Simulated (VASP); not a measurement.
Runs of VASP 6.6.1 on HfN. The structure is that of space group Pmm2 (No. 25), or close to it. The cells are those of the table. 

```tsv
cell	k mesh	gap on the mesh (eV)	moment (μB)	largest force (eV/Å)
a = 9.900, b = 9.300, c = 3.346 Å, 2 atoms	1 × 1 × 18	none	0.00	0.06
a = 9.000, b = 9.300, c = 4.093 Å, 2 atoms	1 × 1 × 16	0.19	(a)	0.85
a = 9.900, b = 9.300, c = 3.684 Å, 2 atoms	1 × 1 × 18	none	0.00	(b)
a = 10.800, b = 9.300, c = 2.169 Å, 2 atoms	1 × 1 × 29	none	0.52	2.17
```

Alike in all rows: task single point; level PBE; potentials or basis VASP PAW PBE potentials, release 64 (Hf_pv, N); spin collinear, ferromagnetic start; cutoff (eV) 520; smearing gaussian 0.05 eV.

**Question.** Estimate the missing entries.

**Answer.** (a) 1.00; (b) 2.28.

Caveats: spin-orbit coupling is left out, which moves the levels of the heavy elements.

A k mesh can miss the band edges, and the runs leave out spin-orbit coupling on Hf.

A gap of «none» marks levels without a gap at the run's occupations.
